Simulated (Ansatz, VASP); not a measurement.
# Al2Cu: VASP beside Ansatz

File INCAR:

```
ALGO = Fast
EDIFF = 1E-7
ENCUT = 520
GGA = PE
ISIF = 2
ISMEAR = 0
LASPH = T
LCHARG = T
LELF = T
LREAL = F
LVHAR = T
LWAVE = F
NBANDS = 26
NELM = 60
PREC = Accurate
SIGMA = 0.15
```

File KPOINTS:

```
k-points
0
Gamma
  10 10 10
```

The input POSCAR:

```
Al2Cu
1.0
   -3.0261521191      3.0261521191      2.4412820339
    3.0261521191     -3.0261521191      2.4412820339
    3.0261521191      3.0261521191     -2.4412820339
Al Cu
4 2
Direct
    0.1587211657      0.6587211657      0.8174423314
    0.6587211657      0.8412788343      0.5000000000
    0.8412788343      0.3412788343      0.1825576686
    0.3412788343      0.1587211657      0.5000000000
    0.7500000000      0.7500000000      0.0000000000
    0.2500000000      0.2500000000      0.0000000000
```

Input for Ansatz:

```yaml
crystal:
  lattice:
    - [-3.0261521191, 3.0261521191, 2.4412820339]
    - [3.0261521191, -3.0261521191, 2.4412820339]
    - [3.0261521191, 3.0261521191, -2.4412820339]
  atoms:
    - { symbol: Al, position: [0.1587211657, 0.6587211657, 0.8174423314] }
    - { symbol: Al, position: [0.6587211657, 0.8412788343, 0.5] }
    - { symbol: Al, position: [0.8412788343, 0.3412788343, 0.1825576686] }
    - { symbol: Al, position: [0.3412788343, 0.1587211657, 0.5] }
    - { symbol: Cu, position: [0.75, 0.75, 0.0] }
    - { symbol: Cu, position: [0.25, 0.25, 0.0] }
basis:
  ecutwfc: 520.0
kpoints:
  mp_grid: { grid: [10, 10, 10] }
hamiltonian:
  xc: pbe
  pseudopotentials: { kind: paw, azcp: { folder: soft_1 } }
scf:
  occupations: { method: gaussian, width: 0.15 }
output:
  forces: true
  stress: true
  eigenvalues: true
```

Alike in both runs: task single point; functional PBE; k mesh 10 × 10 × 10; occupations gaussian, width 0.15 eV; no spin polarisation.

|  | VASP | Ansatz |
| --- | --- | --- |
| version | VASP 6.6.1 | Ansatz 0.2.0 |
| potentials or method | VASP PAW PBE potentials, release 64 (Al, Cu), cutoff 520 eV | scalar-relativistic, plane waves, PAW |
| valence electrons in the cell | 34 | 50 |

|  | VASP | Ansatz | Ansatz less VASP |
| --- | --- | --- | --- |
| gap on the k mesh at the Fermi level (eV) | none | none | - |
| pressure (GPa) | 0.1 | 0.0 | -0.10 |
| rms of the force components (eV/Å) | 0.004 | 0.002 | -0.0014 |

Atom by atom the forces differ by 0.001 eV/Å (rms over components). A gap of «none» marks a metal or a gap that the smearing closes. VASP's potentials hold 34 valence electrons a cell and Ansatz's 50, so a difference there can come from the potentials and not from the codes.
